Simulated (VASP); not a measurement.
# LiCl (Fm-3m) in VASP: single point with PBE

Aim: the single point of LiCl with PBE.

Program: VASP 6.6.1. These are calculated values, not measurements. Logs are shortened: lines on timing, memory, paths and dates and some standing lists are left out, and cuts for length are marked.

### Step 1. The cell of the first run

Symmetry: Fm-3m, No. 225, cubic system. The conventional cell has a = 5.330 Å, b = 5.330 Å, c = 5.330 Å, α = 90.00°, β = 90.00°, γ = 90.00°. Within 3.5 Å of Li (site symmetry m-3m) lie 6 Cl at 2.67 Å. Within 3.5 Å of Cl (site symmetry m-3m) lie 6 Li at 2.67 Å.

### Step 2. Single point, PBE (strained)

Contents of INCAR:

```
SYSTEM = LiCl
PREC = Accurate
ENCUT = 750
EDIFF = 1E-6
ISMEAR = 0
SIGMA = 0.02
LREAL = .False.
LASPH = .True.
NELM = 120
ALGO = Normal
ISIF = 2
LWAVE = .False.
LCHARG = .False.
GGA = PE
NBANDS = 12
GGA_COMPAT = .False.
```

Contents of KPOINTS:

```
Automatic mesh
0
Gamma
  8 8 8
  0 0 0
```

Contents of POSCAR:

```
LiCl
1.0
    0.0000000000      2.6650421160      2.6650421160
    2.6650421160      0.0000000000      2.6650421160
    2.6650421160      2.6650421160      0.0000000000
Li Cl
1 1
Direct
    0.0000000000      0.0000000000      0.0000000000
    0.5000000000      0.5000000000      0.5000000000
```

Potentials or basis: VASP PAW PBE potentials, release 64 (Li_sv, Cl).

Launch:

```console
cat potpaw_PBE.64/Li_sv/POTCAR potpaw_PBE.64/Cl/POTCAR > POTCAR
mpirun -np 1 vasp_std > vasp.out
```

OUTCAR:

```text
SYSTEM = LiCl
   PREC = Accurate
   ENCUT = 750
   EDIFF = 1E-6
   ISMEAR = 0
   LREAL = .False.
   LASPH = .True.
   NELM = 120
   ISIF = 2
   GGA = PE

 ion  position               nearest neighbor table
   1  0.000  0.000  0.000-
   2  0.500  0.500  0.500-

  LATTYP: Found a face centered cubic cell.
 ALAT       =     5.3300842320

  Lattice vectors:

 A1 = (   0.0000000000,   2.6650421160,   2.6650421160)
 A2 = (   2.6650421160,   0.0000000000,   2.6650421160)
 A3 = (   2.6650421160,   2.6650421160,   0.0000000000)

Analysis of symmetry for initial positions (statically):
=====================================================================
 Subroutine PRICEL returns:
 Original cell was already a primitive cell.

 Routine SETGRP: Setting up the symmetry group for a
 face centered cubic supercell.

 Subroutine GETGRP returns: Found 48 space group operations
 (whereof 48 operations were pure point group operations)
 out of a pool of 48 trial point group operations.

The static configuration has the point symmetry O_h .

Analysis of symmetry for dynamics (positions and initial velocities):
=====================================================================
 Subroutine PRICEL returns:
 Original cell was already a primitive cell.

 Routine SETGRP: Setting up the symmetry group for a
 face centered cubic supercell.

 Subroutine GETGRP returns: Found 48 space group operations
 (whereof 48 operations were pure point group operations)
 out of a pool of 48 trial point group operations.

The dynamic configuration has the point symmetry O_h .

 Subroutine INISYM returns: Found 48 space group operations
 (whereof 48 operations are pure point group operations),
 and found     1 'primitive' translations

----------------------------------------------------------------------------------------

                                     Primitive cell

  volume of cell :      37.8567

  direct lattice vectors                    reciprocal lattice vectors
     0.000000000  2.665042116  2.665042116    -0.187614296  0.187614296  0.187614296
     2.665042116  0.000000000  2.665042116     0.187614296 -0.187614296  0.187614296
     2.665042116  2.665042116  0.000000000     0.187614296  0.187614296 -0.187614296

  length of vectors
     3.768938705  3.768938705  3.768938705     0.324957493  0.324957493  0.324957493

  position of ions in fractional coordinates (direct lattice)
     0.000000000  0.000000000  0.000000000
     0.500000000  0.500000000  0.500000000

  ion indices of the primitive-cell ions
   primitive index   ion index
[... 80 lines left out ...]
   ISIF   =      2    stress and relaxation
   ISYM   =      2    0-nonsym 1-usesym 2-fastsym
   POTIM  = 0.5000    time-step for ionic-motion
   TEBEG  =    0.0;   TEEND  =   0.0 temperature during run
   PSTRESS=    0.0 pullay stress
   NELECT =      10.0000    total number of electrons
   NUPDOWN=      -1.0000    fix difference up-down
   EMIN   =  10.00;   EMAX   =-10.00  energy-range for DOS
   EFERMI =   0.00;   METHOD = LEGACY
   ISMEAR =     0;   SIGMA  =   0.02  broadening in eV -4-tet -1-fermi 0-gaus
   EFERMI_NEDOS =   21; number of points for ismear=-14 and -15
   IALGO  =     38    algorithm
   IMIX   =      4    mixing-type and parameters
     AMIX     =   0.40;   BMIX     =  1.00
     AMIX_MAG =   1.60;   BMIX_MAG =  1.00
  volume/ion in A,a.u.               =      18.93       127.73
  Fermi-wavevector in a.u.,A,eV,Ry     =   1.050415  1.984996 15.012272  1.103371
  Thomas-Fermi vector in A             =   2.185417
   LORBIT       =      0    0 simple, 1 ext, 2 COOP (PROOUT), +10 PAW based schemes
   GGA     = PE    functional components
   LHFCALC =     F    Hartree Fock is set to
   AEXX    =    0.0000 exact exchange contribution
   IVDW    =     0    specifies the selected vdW correction
   LEPSILON=     F    determine dielectric tensor
   LRPA    =     F    only Hartree local field effects (RPA)
 non-spin polarized calculation
 Gauss-broadening in eV      SIGMA  =   0.02
  energy-cutoff  :      750.00
  volume of cell :       37.86
 maximum number of plane-waves:      1807
 NGX is ok and might be reduce to    36
   NGX = 17   NGY = 17   NGZ = 17

 number of electron      10.0000000 magnetization

 number of electron       9.9999999 magnetization

 Free energy of the ion-electron system (eV)
  ---------------------------------------------------
  ext. energy  EPLUGINS =         0.00000000
  ---------------------------------------------------
  free energy    TOTEN  =        -7.34991492 eV

  energy without entropy =       -7.34991492  energy(sigma->0) =       -7.34991492

 E-fermi :  -0.1089     XC(G=0):  -8.2435

 val. band max:       -0.2228032989   @ k =   0.0000   0.0000   0.0000
 cond. band min:       5.5051098614   @ k =   0.0000   0.0000   0.0000
 fundamental gap:      5.7279131602
 Fermi energy:        -0.1089306574

 k-point     1 :       0.0000    0.0000    0.0000
  band No.  band energies     occupation
      1     -43.9712      2.00000
      2     -13.2542      2.00000
      3      -0.2228      2.00000
      4      -0.2228      2.00000
      5      -0.2228      2.00000
      6       5.5051      0.00000
      7      11.5979      0.00000
      8      11.5979      0.00000
      9      11.5979      0.00000
     10      13.6100      0.00000
     11      13.6100      0.00000
     12      13.6101      0.00000
[... 331 lines left out ...]
 k-point    24 :      -0.3750    0.2500    0.1250
  band No.  band energies     occupation
      1     -43.9695      2.00000
      2     -12.7397      2.00000
      3      -2.3560      2.00000
      4      -1.2887      2.00000
      5      -0.6951      2.00000
      6       7.7330      0.00000
      7       8.8876      0.00000
      8      10.0468      0.00000
      9      10.7760      0.00000
     10      14.7565      0.00000
     11      15.1680      0.00000
     12      17.2603      0.00000

 [... further k-points ...]
[... 5 lines left out ...]
  --------------------------------------------------------------------------------------
  -------------------------------------------------------------------------------------
  Total       -0.6315640     -0.6315640     -0.6315640      0.0000000      0.0000000     -0.0000000
  in kB      -26.7291836    -26.7291836    -26.7291836      0.0000000      0.0000000     -0.0000000
  external PRESSURE =     -26.7291836 kB  Pullay stress =       0.0000000 kB

 VOLUME and BASIS-vectors are now :
 -----------------------------------------------------------------------------
  energy-cutoff  :      750.00
  volume of cell :       37.86
      direct lattice vectors                 reciprocal lattice vectors
     0.000000000  2.665042116  2.665042116    -0.187614296  0.187614296  0.187614296
     2.665042116  0.000000000  2.665042116     0.187614296 -0.187614296  0.187614296
     2.665042116  2.665042116  0.000000000     0.187614296  0.187614296 -0.187614296

 POSITION                                       TOTAL-FORCE (eV/Angst)
 -----------------------------------------------------------------------------------
      0.00000      0.00000      0.00000         0.000000     -0.000000     -0.000000
      2.66504      2.66504      2.66504        -0.000000      0.000000      0.000000
 -----------------------------------------------------------------------------------
    total drift:                                0.000000      0.000000      0.000000

  FREE ENERGIE OF THE ION-ELECTRON SYSTEM (eV)
  ---------------------------------------------------
  free  energy   TOTEN  =        -7.3499149227 eV

  energy  without entropy=       -7.3499149227  energy(sigma->0) =       -7.34991492
```

stdout:

```text
POSCAR found type information on POSCAR LiCl
 POSCAR found :  2 types and       2 ions
 scaLAPACK will be used
 LDA part: xc-table for (Slater+PW92), standard interpolation
 POSCAR, INCAR and KPOINTS ok, starting setup
 FFT: planning ... GRIDC
 FFT: planning ... GRID_SOFT
 FFT: planning ... GRID
 WAVECAR not read
 entering main loop
```

Wall time 17 s (1 thread of Intel Xeon Platinum 8259CL at 2.50GHz (Skylake/Cascade Lake), shared host); peak memory 0.19 GiB.

Results:

| Item | Value |
| --- | --- |
| Free energy | -7.3499 eV |
| Pressure | -2.7 GPa |
| Band gap on the k mesh | 5.73 eV |

Caveat: the cell differs from its parent crystal (strained). A k mesh can miss the band edges.
